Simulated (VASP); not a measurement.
# V4O in VASP: a series of runs

Runs on V4O. Level: PBE. Tasks: single point.

Program: VASP 6.6.1. These are calculated values, not measurements. Logs are shortened: lines on timing, memory, paths and dates and some standing lists are left out, and cuts for length are marked.

## 1. The cell of the first run

The cell holds a slab with vacuum, 5 atoms: a = 2.997 Å, b = 2.997 Å, c = 21.333 Å, α = 90.00°, β = 90.00°, γ = 90.00°.

## 2. Single point, PBE

Input file INCAR:

```
SYSTEM = V4O
ALGO = Normal
DIPOL = 0.5 0.5 0.348
EDIFF = 1E-6
ENCUT = 520
GGA = PE
IDIPOL = 3
ISIF = 2
ISMEAR = 0
LASPH = .TRUE.
LCHARG = .FALSE.
LDIPOL = .TRUE.
LREAL = .FALSE.
LWAVE = .FALSE.
NBANDS = 37
NELM = 100
PREC = Accurate
SIGMA = 0.1
```

Input file KPOINTS:

```
k-points
0
G
  9 9 1
  0 0 0
```

Input file POSCAR:

```
V4O
1.0
    2.9971751491      0.0000000000      0.0000000000
    0.0000000000      2.9971751491      0.0000000000
    0.0000000000      0.0000000000     21.3333819395
V O
4 1
Direct
    0.5000000000      0.5000000000      0.1874995728
    0.0000000000      0.0000000000      0.2577457053
    0.5000000000      0.5000000000      0.3267158760
    0.0000000000      0.0000000000      0.3906263884
    0.1250000000      0.1250000000      0.5757822165
```

Potentials or basis: VASP PAW PBE potentials, release 64 (V_sv, O).

Launch:

```bash
cat potpaw_PBE.64/V_sv/POTCAR potpaw_PBE.64/O/POTCAR > POTCAR
mpirun -np 1 vasp_std > vasp.out
```

OUTCAR:

```text
SYSTEM = V4O
   EDIFF = 1E-6
   ENCUT = 520
   GGA = PE
   ISIF = 2
   ISMEAR = 0
   LASPH = .TRUE.
   LREAL = .FALSE.
   NELM = 100
   PREC = Accurate

 ion  position               nearest neighbor table
   1  0.500  0.500  0.187-   2 2.60   2 2.60   2 2.60   2 2.60
   2  0.000  0.000  0.258-   3 2.58   3 2.58   3 2.58   3 2.58   1 2.60   1 2.60   1 2.60   1 2.60
                             4 2.83
   3  0.500  0.500  0.327-   4 2.52   4 2.52   4 2.52   4 2.52   2 2.58   2 2.58   2 2.58   2 2.58

   4  0.000  0.000  0.391-   3 2.52   3 2.52   3 2.52   3 2.52   2 2.83
   5  0.125  0.125  0.576-

  LATTYP: Found a simple tetragonal cell.
 ALAT       =     2.9971751491
 C/A-ratio  =     7.1178295823

  Lattice vectors:

 A1 = (   2.9971751491,   0.0000000000,   0.0000000000)
 A2 = (   0.0000000000,   2.9971751491,   0.0000000000)
 A3 = (   0.0000000000,   0.0000000000,  21.3333819395)

Analysis of symmetry for initial positions (statically):
=====================================================================
 Subroutine PRICEL returns:
 Original cell was already a primitive cell.

 Routine SETGRP: Setting up the symmetry group for a
 simple tetragonal supercell.

 Subroutine GETGRP returns: Found  2 space group operations
 (whereof  2 operations were pure point group operations)
 out of a pool of 16 trial point group operations.

The static configuration has the point symmetry C_1h.

Analysis of symmetry for dynamics (positions and initial velocities):
=====================================================================
 Subroutine PRICEL returns:
 Original cell was already a primitive cell.

 Routine SETGRP: Setting up the symmetry group for a
 simple tetragonal supercell.

 Subroutine GETGRP returns: Found  2 space group operations
 (whereof  2 operations were pure point group operations)
 out of a pool of 16 trial point group operations.

The dynamic configuration has the point symmetry C_1h.

 Subroutine INISYM returns: Found  2 space group operations
 (whereof  2 operations are pure point group operations),
 and found     1 'primitive' translations

----------------------------------------------------------------------------------------

                                     Primitive cell

  volume of cell :     191.6390

  direct lattice vectors                    reciprocal lattice vectors
     2.997175149  0.000000000  0.000000000     0.333647501  0.000000000  0.000000000
     0.000000000  2.997175149  0.000000000     0.000000000  0.333647501  0.000000000
     0.000000000  0.000000000 21.333381940     0.000000000  0.000000000  0.046874893

  length of vectors
     2.997175149  2.997175149 21.333381940     0.333647501  0.333647501  0.046874893

  position of ions in fractional coordinates (direct lattice)
     0.500000000  0.500000000  0.187499573
     0.000000000  0.000000000  0.257745705
     0.500000000  0.500000000  0.326715876
     0.000000000  0.000000000  0.390626388
     0.125000000  0.125000000  0.575782217

  ion indices of the primitive-cell ions
   primitive index   ion index
                 1           1
                 2           2
                 3           3
                 4           4
                 5           5

----------------------------------------------------------------------------------------

 KPOINTS: k-points

Automatic generation of k-mesh.
 Grid dimensions read from file:
 generate k-points for:    9    9    1

 Generating k-lattice:

  Cartesian coordinates                     Fractional coordinates (reciprocal lattice)
     0.037071945  0.000000000  0.000000000     0.111111111  0.000000000  0.000000000
     0.000000000  0.037071945  0.000000000     0.000000000  0.111111111  0.000000000
     0.000000000  0.000000000  0.046874893     0.000000000  0.000000000  1.000000000

  Length of vectors
     0.037071945  0.037071945  0.046874893

  Shift w.r.t. Gamma in fractional coordinates (k-lattice)
     0.000000000  0.000000000  0.000000000

 Subroutine IBZKPT returns following result:
 ===========================================

 Found     25 irreducible k-points:

 Following reciprocal coordinates:
            Coordinates               Weight
  0.000000  0.000000  0.000000      1.000000
  0.111111  0.000000  0.000000      4.000000
  0.222222  0.000000  0.000000      4.000000
  0.333333  0.000000  0.000000      4.000000
  0.444444  0.000000  0.000000      4.000000
  0.111111  0.111111  0.000000      2.000000
[... 16 lines left out ...]
 -0.333333  0.444444  0.000000      4.000000
  0.444444  0.444444  0.000000      2.000000
   k-points           NKPTS =     25   k-points in BZ     NKDIM =     25   number of bands    NBANDS=     37
   number of dos      NEDOS =    301   number of ions     NIONS =      5
   total plane-waves  NPLWV =  92160
   dimension x,y,z NGX =    24 NGY =   24 NGZ =  160
   dimension x,y,z NGXF=    48 NGYF=   48 NGZF=  320
   ions per type =               4   1
   NGX,Y,Z   is equivalent  to a cutoff of  13.31, 13.31, 12.47 a.u.
   NGXF,Y,Z  is equivalent  to a cutoff of  26.62, 26.62, 24.94 a.u.
 SYSTEM =  V4O
   PREC   = accura    normal or accurate (medium, high low for compatibility)
   ISTART =      0    job   : 0-new  1-cont  2-samecut
   ICHARG =      2    charge: 1-file 2-atom 10-const
   ISPIN  =      1    spin polarized calculation?
   LNONCOLLINEAR =      F non collinear calculations
   LSORBIT =      F    spin-orbit coupling
   LASPH  =      T    aspherical Exc in radial PAW
   ENCUT  =  520.0 eV  38.22 Ry    6.18 a.u.   5.57  5.57 39.67*2*pi/ulx,y,z
   NELM   =    100;   NELMIN=  2; NELMDL= -5     # of ELM steps
   EDIFF  = 0.1E-05   stopping-criterion for ELM
   LREAL  =      F    real-space projection
   EDIFFG = 0.1E-04   stopping-criterion for IOM
   NSW    =      0    number of steps for IOM
   IBRION =     -1    ionic relax: 0-MD 1-quasi-New 2-CG
   NFREE  =      0    steps in history (QN), initial steepest desc. (CG)
   ISIF   =      2    stress and relaxation
   ISYM   =      2    0-nonsym 1-usesym 2-fastsym
   POTIM  = 0.5000    time-step for ionic-motion
   TEBEG  =    0.0;   TEEND  =   0.0 temperature during run
   PSTRESS=    0.0 pullay stress
   NELECT =      58.0000    total number of electrons
   NUPDOWN=      -1.0000    fix difference up-down
   EMIN   =  10.00;   EMAX   =-10.00  energy-range for DOS
   EFERMI =   0.00;   METHOD = LEGACY
   ISMEAR =     0;   SIGMA  =   0.10  broadening in eV -4-tet -1-fermi 0-gaus
   EFERMI_NEDOS =   21; number of points for ismear=-14 and -15
   IALGO  =     38    algorithm
   IMIX   =      4    mixing-type and parameters
     AMIX     =   0.40;   BMIX     =  1.00
     AMIX_MAG =   1.60;   BMIX_MAG =  1.00
  volume/ion in A,a.u.               =      38.33       258.65
  Fermi-wavevector in a.u.,A,eV,Ry     =   1.099148  2.077089 16.437557  1.208126
  Thomas-Fermi vector in A             =   2.235538
   LORBIT       =      0    0 simple, 1 ext, 2 COOP (PROOUT), +10 PAW based schemes
   GGA     = PE    functional components
   LHFCALC =     F    Hartree Fock is set to
   AEXX    =    0.0000 exact exchange contribution
   IVDW    =     0    specifies the selected vdW correction
   LEPSILON=     F    determine dielectric tensor
   LRPA    =     F    only Hartree local field effects (RPA)
 non-spin polarized calculation
 Gauss-broadening in eV      SIGMA  =   0.10
  energy-cutoff  :      520.00
  volume of cell :      191.64
 maximum number of plane-waves:      5215
 NGX is ok and might be reduce to    24
   NGX = 11   NGY = 11   NGZ = 79

 dipolmoment           0.000000      0.000000     -0.009334 electrons x Angstroem

 number of electron      57.9999986 magnetization

 dipolmoment           0.000000      0.000000      0.272839 electrons x Angstroem

 Free energy of the ion-electron system (eV)
  ---------------------------------------------------
  ext. energy  EPLUGINS =         0.00000000
  ---------------------------------------------------
  free energy    TOTEN  =       -34.39034791 eV

  energy without entropy =      -34.32912130  energy(sigma->0) =      -34.35973461

 E-fermi :  -1.2834     XC(G=0):  -5.5362

 val. band max:       -1.2882491801   @ k =   0.0000   0.0000   0.0000
 cond. band min:      -1.2805216843   @ k =   0.1111   0.0000   0.0000
 fundamental gap:      0.0077274958
 Fermi energy:        -1.2834044787

 k-point     1 :       0.0000    0.0000    0.0000
  band No.  band energies     occupation
      1     -65.6118      2.00000
      2     -65.5805      2.00000
      3     -65.1724      2.00000
      4     -64.9415      2.00000
      5     -39.5601      2.00000
      6     -39.5051      2.00000
[... 29 lines left out ...]
     36      -0.2019      0.00000
     37      -0.2017      0.00000

 k-point     2 :       0.1111    0.0000    0.0000
  band No.  band energies     occupation
      1     -65.6081      2.00000
      2     -65.5763      2.00000
      3     -65.1691      2.00000
      4     -64.9456      2.00000
      5     -39.5736      2.00000
      6     -39.5055      2.00000
[... 29 lines left out ...]
     36       0.1235      0.00000
     37       0.2088      0.00000

 k-point     3 :       0.2222    0.0000    0.0000
  band No.  band energies     occupation
      1     -65.5988      2.00000
      2     -65.5652      2.00000
      3     -65.1601      2.00000
      4     -64.9572      2.00000
      5     -39.6060      2.00000
      6     -39.5178      2.00000
[... 29 lines left out ...]
     36       0.3579      0.00000
     37       0.4171      0.00000

 k-point     4 :       0.3333    0.0000    0.0000
  band No.  band energies     occupation
      1     -65.5883      2.00000
      2     -65.5523      2.00000
      3     -65.1478      2.00000
      4     -64.9724      2.00000
      5     -39.6419      2.00000
      6     -39.5787      2.00000
[... 29 lines left out ...]
     36       0.3644      0.00000
     37       0.4768      0.00000
[... 683 lines left out ...]
      1     -65.5699      2.00000
      2     -65.5316      2.00000
      3     -65.1254      2.00000
      4     -64.9735      2.00000
      5     -39.6026      2.00000
      6     -39.5872      2.00000
[... 29 lines left out ...]
     36       0.4364      0.00000
     37       0.9019      0.00000

 k-point    23 :      -0.3333    0.4444    0.0000
  band No.  band energies     occupation
      1     -65.5699      2.00000
      2     -65.5316      2.00000
      3     -65.1254      2.00000
      4     -64.9735      2.00000
      5     -39.6025      2.00000
      6     -39.5872      2.00000
[... 29 lines left out ...]
     36       0.4363      0.00000
     37       0.9019      0.00000

 k-point    24 :       0.4444    0.4444    0.0000
  band No.  band energies     occupation
      1     -65.5665      2.00000
      2     -65.5280      2.00000
      3     -65.1216      2.00000
      4     -64.9703      2.00000
      5     -39.6271      2.00000
      6     -39.6219      2.00000
[... 29 lines left out ...]
     36       1.0049      0.00000
     37       1.0155      0.00000

 [... further k-points ...]

------------------------ aborting loop because EDIFF is reached ----------------------------------------

 vacuum level on the upper side and lower side of the slab       (xc-potential included)         2.546        -2.865

  FORCE on cell =-STRESS in cart. coord.  units (eV):
  Direction    XX          YY          ZZ          XY          YZ          ZX
  --------------------------------------------------------------------------------------
  -------------------------------------------------------------------------------------
  Total       -5.1142996     -5.1142996     -2.3309975      0.0014451     -0.0138409     -0.0138409
  in kB      -42.7575480    -42.7575480    -19.4880520      0.0120819     -0.1157153     -0.1157157
  external PRESSURE =     -35.0010493 kB  Pullay stress =       0.0000000 kB

 VOLUME and BASIS-vectors are now :
 -----------------------------------------------------------------------------
  energy-cutoff  :      520.00
  volume of cell :      191.64
      direct lattice vectors                 reciprocal lattice vectors
     2.997175149  0.000000000  0.000000000     0.333647501  0.000000000  0.000000000
     0.000000000  2.997175149  0.000000000     0.000000000  0.333647501  0.000000000
     0.000000000  0.000000000 21.333381940     0.000000000  0.000000000  0.046874893

 POSITION                                       TOTAL-FORCE (eV/Angst)
 -----------------------------------------------------------------------------------
      1.49859      1.49859      4.00000         0.000159      0.000159      0.547494
      0.00000      0.00000      5.49859        -0.001135     -0.001135     -0.577062
      1.49859      1.49859      6.96995        -0.003813     -0.003813     -0.077029
      0.00000      0.00000      8.33338         0.010257      0.010257      0.537293
      0.37465      0.37465     12.28338        -0.005468     -0.005468     -0.430696
 -----------------------------------------------------------------------------------
    total drift:                               -0.000001     -0.000001      0.000950

  FREE ENERGIE OF THE ION-ELECTRON SYSTEM (eV)
  ---------------------------------------------------
  free  energy   TOTEN  =       -34.3903479119 eV

  energy  without entropy=      -34.3291212991  energy(sigma->0) =      -34.35973461

 vacuum level on the upper side and lower side of the slab         8.028         2.476
```

It took 3.7 min on 1 thread of AMD EPYC 9R45 (Zen 5), shared host; peak memory 0.33 GiB.

Results:

- Free energy: -34.3903 eV
- Largest force: 0.577 eV/Å
- Band gap on the k mesh: zero (bands 29 and 30 overlap by 0.28 eV)

Forces in eV/Å, atoms in the order of the input:
```
V    0.000  0.000  0.547
V   -0.001 -0.001 -0.577
V   -0.004 -0.004 -0.077
V    0.010  0.010  0.537
O   -0.005 -0.005 -0.431
```

Caveat: the run has no spin polarisation, though such a crystal can be magnetic. With open d or f shells a metallic result of PBE can be an artefact of self-interaction; +U or a hybrid may open a gap.

## 3. Single point, PBE

Input file INCAR:

```
PREC     = Accurate       # precision mode
ENCUT    = 520            # plane-wave cutoff, eV
EDIFF    = 1E-6           # SCF threshold, eV
ISMEAR   = 0              # smearing method
SIGMA    = 0.1            # smearing width, eV
LREAL    = F              # projectors in reciprocal space
LASPH    = T              # aspherical terms in the spheres
NELM     = 100            # most SCF steps
ALGO     = Normal         # electronic algorithm
ISIF     = 2              # what is computed and relaxed
LWAVE    = F              # write WAVECAR
LCHARG   = F              # write CHGCAR
LDIPOL   = T            
IDIPOL   = 3            
DIPOL    = 0.5 0.5 0.328
GGA      = PE             # functional
NBANDS   = 37             # bands
```

Input file KPOINTS:

```
Automatic mesh
0
Gamma
  9 9 1
```

POSCAR, as its differences from that of step 2:

```diff
@@ -12,2 +12,2 @@
     0.0000000000      0.0000000000      0.3906263884
-    0.1250000000      0.1250000000      0.5757822165
+    0.3750000000      0.3750000000      0.4778136898
```

Potentials or basis: VASP PAW PBE potentials, release 64 (V_sv, O).

Launch:

```bash
cat potpaw_PBE.64/V_sv/POTCAR potpaw_PBE.64/O/POTCAR > POTCAR
mpirun -np 1 vasp_std > vasp.out
```

Run time: 4.2 min. Hardware: 1 thread of AMD EPYC 9R45 (Zen 5), shared host; peak memory 0.33 GiB.

The run converged. Its results:

| Property | Result |
| --- | --- |
| Free energy | -37.9133 eV |
| Largest force | 4.872 eV/Å |
| Band gap on the k mesh | zero (bands 29 and 30 overlap by 0.18 eV) |

Forces in eV/Å, atoms in the order of the input:
```
V    0.068  0.068  0.729
V   -0.017 -0.017 -0.706
V   -0.162 -0.162 -0.499
V    0.610  0.610  4.795
O   -0.500 -0.500 -4.319
```

Levels at points of the mesh, in eV from the Fermi level:
```csv
k point,band 27,band 28,band 29,band 30,band 31,band 32
"(0.00, 0.00, 0.00)",-0.07,0.14,0.14,0.18,0.18,0.38
```

Caveat: the run has no spin polarisation, though such a crystal can be magnetic. With open d or f shells a metallic result of PBE can be an artefact of self-interaction; +U or a hybrid may open a gap.

## 4. Single point, PBE

Input file INCAR:

```
  ALGO = Normal
  DIPOL = 0.5 0.5 0.336
  EDIFF = 1E-7
  ENCUT = 520
  GGA = PE
  IDIPOL = 3
  ISIF = 2
  ISMEAR = 0
  LASPH = True
  LCHARG = False
  LDIPOL = True
  LREAL = False
  LWAVE = False
  NBANDS = 37
  NELM = 60
  PREC = Accurate
  SIGMA = 0.1
```

Input file KPOINTS:

```
k-points
0
Gamma
  9 9 1
```

POSCAR, as its differences from that of step 3:

```diff
@@ -12,2 +12,2 @@
     0.0000000000      0.0000000000      0.3906263884
-    0.3750000000      0.3750000000      0.4778136898
+    0.3750000000      0.3750000000      0.5195323447
```

Launch:

```bash
cat potpaw_PBE.64/V_sv/POTCAR potpaw_PBE.64/O/POTCAR > POTCAR
mpirun -np 1 vasp_std > vasp.out
```

It took 4.7 min on 1 thread of AMD EPYC 9R45 (Zen 5), shared host; peak memory 0.33 GiB.

Results (log left out):

```
Free energy            : -35.4513 eV
Largest force          : 2.138 eV/Å
Band gap on the k mesh : zero (bands 29 and 30 overlap by 0.42 eV)
```

Forces in eV/Å, atoms in the order of the input:
```
V   -0.001 -0.001  0.559
V    0.003  0.003 -0.598
V   -0.040 -0.040 -0.451
V    0.189  0.189  2.121
O   -0.150 -0.150 -1.630
```

Levels at points of the mesh, in eV from the Fermi level:
```csv
k point,band 27,band 28,band 29,band 30,band 31,band 32
"(0.00, 0.00, 0.00)",0.15,0.15,0.20,0.22,0.24,0.33
```

Caveat: the run has no spin polarisation, though such a crystal can be magnetic. With open d or f shells a metallic result of PBE can be an artefact of self-interaction; +U or a hybrid may open a gap.

## 5. Single point, PBE

Input file INCAR:

```
ALGO = Normal
DIPOL = 0.5 0.5 0.348
EDIFF = 1E-7
ENCUT = 520
GGA = PE
IDIPOL = 3
ISIF = 2
ISMEAR = 0
LASPH = True
LCHARG = False
LDIPOL = True
LREAL = False
LWAVE = False
NBANDS = 37
NELM = 60
PREC = Accurate
SIGMA = 0.1
```

KPOINTS is that of step 4.

POSCAR, as its differences from that of step 4:

```diff
@@ -12,2 +12,2 @@
     0.0000000000      0.0000000000      0.3906263884
-    0.3750000000      0.3750000000      0.5195323447
+    0.3750000000      0.3750000000      0.5757822165
```

Launch:

```bash
cat potpaw_PBE.64/V_sv/POTCAR potpaw_PBE.64/O/POTCAR > POTCAR
mpirun -np 1 vasp_std > vasp.out
```

It took 5.3 min on 1 thread of AMD EPYC 9R45 (Zen 5), shared host; peak memory 0.33 GiB.

Results (log left out):

* Free energy: -34.3786 eV
* Largest force: 0.574 eV/Å
* Band gap on the k mesh: zero (bands 29 and 30 overlap by 0.29 eV)

Forces in eV/Å, atoms in the order of the input:
```
V    0.000  0.000  0.547
V   -0.001 -0.001 -0.574
V   -0.003 -0.003 -0.074
V    0.011  0.011  0.501
O   -0.007 -0.007 -0.399
```

Levels at points of the mesh, in eV from the Fermi level:
| k point | band 27 | band 28 | band 29 | band 30 | band 31 | band 32 |
| --- | --- | --- | --- | --- | --- | --- |
| (0.00, 0.00, 0.00) | 0.14 | 0.14 | 0.18 | 0.26 | 0.26 | 0.35 |

Caveat: the run has no spin polarisation, though such a crystal can be magnetic. With open d or f shells a metallic result of PBE can be an artefact of self-interaction; +U or a hybrid may open a gap.

## 6. Summary

| cell | gap on the mesh (eV) | largest force (eV/Å) |
| --- | --- | --- |
| as given, atomic positions A | none | 0.58 |
| as given, atomic positions B | none | 4.87 |
| as given, atomic positions C | none | 2.14 |
| as given, atomic positions D | none | 0.57 |

Alike in all rows: task single point; level PBE; potentials or basis VASP PAW PBE potentials, release 64 (V_sv, O); no spin polarisation; k mesh 9 × 9 × 1; cutoff (eV) 520; smearing gaussian 0.1 eV.

Caveats: the run has no spin polarisation, though such a crystal can be magnetic.

Absolute energies hang on the potentials; compare differences alone.
